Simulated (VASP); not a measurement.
Write the native input for VASP 6.6.1 that does the following.

| Quantity | Value |
| --- | --- |
| Task | single point |
| Functional | PBE |
| Potentials or basis | VASP PAW PBE potentials, release 64 (Cd, Se) |
| Cutoff | 520 eV |
| k mesh | 6 × 6 × 6 |
| Occupations | fermi-dirac, width 0.03 eV |
| Spin | no spin polarisation |
| Dipole correction | no |
| Further INCAR settings | ALGO = Normal; EDIFF = 1e-06; NBANDS = 16 |

The structure of CdSe lies in POSCAR:

```
CdSe
1.0
    0.0000000000      3.0702711986      3.0702711986
    3.0702711986      0.0000000000      3.0702711986
    3.0702711986      3.0702711986      0.0000000000
Cd Se
1 1
Direct
    0.0000000000      0.0000000000      0.0000000000
    0.2500000000      0.2500000000      0.2500000000
```

One way to write it, as run:

INCAR

```
SYSTEM = CdSe
ALGO     = Normal         ! electronic algorithm
EDIFF    = 1E-6           ! SCF threshold, eV
ENCUT    = 520            ! plane-wave cutoff, eV
GGA      = PE             ! functional
ISIF     = 2              ! what is computed and relaxed
ISMEAR   = -1             ! smearing method
LASPH    = .TRUE.         ! aspherical terms in the spheres
LCHARG   = .FALSE.        ! write CHGCAR
LREAL    = .FALSE.        ! projectors in reciprocal space
LWAVE    = .FALSE.        ! write WAVECAR
NBANDS   = 16             ! bands
NELM     = 80             ! most SCF steps
PREC     = Accurate       ! precision mode
SIGMA    = 0.03           ! smearing width, eV
```

KPOINTS

```
k-points
0
G
  6 6 6
  0 0 0
```

Potentials or basis: VASP PAW PBE potentials, release 64 (Cd, Se).

Command:

```bash
$ cat potpaw_PBE.64/Cd/POTCAR potpaw_PBE.64/Se/POTCAR > POTCAR
$ mpirun -np 1 vasp_std > vasp.out
```

Results of the run:

| Property | Result |
| --- | --- |
| Pressure | 1.6 GPa |
| Band gap on the k mesh | 0.55 eV, direct |

It took 9.3 s on 1 thread of Intel(R) Xeon(R) 6975P-C (Granite Rapids) (shared host), peak memory 0.18 GiB.
